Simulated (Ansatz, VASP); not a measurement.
**SiGe4Pt: VASP beside Ansatz**

```xyz
6
Lattice="-3.4021 3.4021 2.9342 3.4021 -3.4021 2.9342 3.4021 3.4021 -2.9342" Properties=species:S:1:pos:R:3 pbc="T T T"
Si    0.0000    0.0000    2.9342
Ge    1.1566    4.5587    1.4671
Ge   -1.1566    2.2456    1.4671
Ge    4.5587   -1.1566    1.4671
Ge    2.2456    1.1566    1.4671
Pt    0.0000    0.0000    0.0000
```

Change from the starting cell: species swapped into the Zr4FeNi type (I422, No. 97).

Alike in both runs: task single point; functional PBE; k mesh 4 × 4 × 4; occupations gaussian, width 0.1 eV; no spin polarisation.

|  | VASP | Ansatz |
| --- | --- | --- |
| version | VASP 6.6.1 | Ansatz 0.2.0 |
| potentials or method | VASP PAW PBE potentials, release 64 (Si, Ge_d, Pt), cutoff 520 eV | scalar-relativistic, plane waves, PAW |
| valence electrons in the cell | 70 | 78 |

|  | VASP | Ansatz | Ansatz less VASP |
| --- | --- | --- | --- |
| gap on the k mesh at the Fermi level (eV) | none | none | - |
| pressure (GPa) | -10.6 | -10.6 | 0.00 |
| traceless stress, the component that is largest in VASP (GPa) | -0.31 | -0.31 | -0.002 |
| rms of the force components (eV/Å) | 0.034 | 0.033 | -0.0005 |

Atom by atom the forces differ by 0.000 eV/Å (rms over components). A gap of «none» marks a metal or a gap that the smearing closes. The functional is the same, so the differences come from potentials, cutoffs and numerics. VASP's potentials hold 70 valence electrons a cell and Ansatz's 78, so a difference there can come from the potentials and not from the codes.

Neither program's run includes spin-orbit coupling.
